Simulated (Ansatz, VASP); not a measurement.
One calculation of MnO2, two programs

File INCAR:

```
SYSTEM = MnO2
PREC = Accurate
ENCUT = 700
EDIFF = 1E-6
ISMEAR = -1
SIGMA = 0.05
LREAL = .FALSE.
LASPH = .TRUE.
NELM = 200
ALGO = Normal
ISIF = 2
LWAVE = .FALSE.
LCHARG = .FALSE.
ISPIN = 2
MAGMOM = 4 0 0
LORBIT = 11
LMAXMIX = 4
GGA = CA
NBANDS = 24
GGA_COMPAT = .FALSE.
```

Contents of KPOINTS:

```
regular mesh
0
G
  11 11 11
  0 0 0
```

The input POSCAR:

```
MnO2
1.0
    1.4091292993      0.8135611802      4.5219789117
   -1.4091292993      0.8135611802      4.5219789117
    0.0000000000     -1.6271223606      4.5219789117
Mn O
1 2
Direct
    0.0000000000      0.0000000000      0.0000000000
    0.7356355100      0.7356355100      0.7356355100
    0.2643644900      0.2643644900      0.2643644900
```

File input.yaml:

```yaml
crystal:
  lattice:
    - [1.4091292993, 0.8135611802, 4.5219789117]
    - [-1.4091292993, 0.8135611802, 4.5219789117]
    - [0.0, -1.6271223606, 4.5219789117]
  atoms:
    - { symbol: Mn, position: [0.0, 0.0, 0.0], spin: 4.0 }
    - { symbol: O, position: [0.73563551, 0.73563551, 0.73563551] }
    - { symbol: O, position: [0.26436449, 0.26436449, 0.26436449] }
hamiltonian:
  xc: lda
  pseudopotentials: { kind: paw }
magnetization:
  spin_polarized: true
kpoints:
  mp_grid: { grid: [11, 11, 11] }
scf:
  occupations: { method: fermi_dirac, width: 0.05 }
output:
  forces: true
  stress: true
  eigenvalues: true
  write_density: true
  write_potential: true
  elf: true
  volumetric_format: npy
```

Alike in both runs: task single point; functional LDA; k mesh 11 × 11 × 11; occupations fermi-dirac, width 0.05 eV; collinear spin.

|  | VASP | Ansatz |
| --- | --- | --- |
| version | VASP 6.6.1 | Ansatz 0.2.0 |
| potentials or method | VASP PAW LDA potentials, release 64 (Mn_sv, O) | Ansatz PAW |
| plane-wave cutoff (eV) | 700 | 420 |
| valence electrons in the cell | 27 | 27 |

Ansatz gave:

* gap on the k mesh at the Fermi level (eV): 0.33
* least direct gap on the mesh (eV): 0.37
* pressure (GPa): -0.4
* traceless stress, the component that is largest in VASP (GPa): 0.01
* rms of the force components (eV/Å): 0.022
* net moment per atom (μB): 1.00
* size of the moment on the site where the two differ most (μB): 2.42

Q: What did VASP give for the same quantities?

A: gap on the k mesh at the Fermi level (eV): 0.21; least direct gap on the mesh (eV): 0.25; pressure (GPa): -0.3; traceless stress, the component that is largest in VASP (GPa): -0.24; rms of the force components (eV/Å): 0.035; net moment per atom (μB): 1.00; size of the moment on the site where the two differ most (μB): 2.64.

LDA's correlation is that of Perdew and Zunger in VASP and of Perdew and Wang (1992) in Ansatz. Site moments also hang on the region over which each program counts them. Atom by atom the forces differ by 0.013 eV/Å (rms over components).

Noted on Ansatz's run: Pulay correction over one GPa; odd divisions of the mesh miss points on the zone boundary, where band edges often lie, so the gap on the mesh can be too wide.
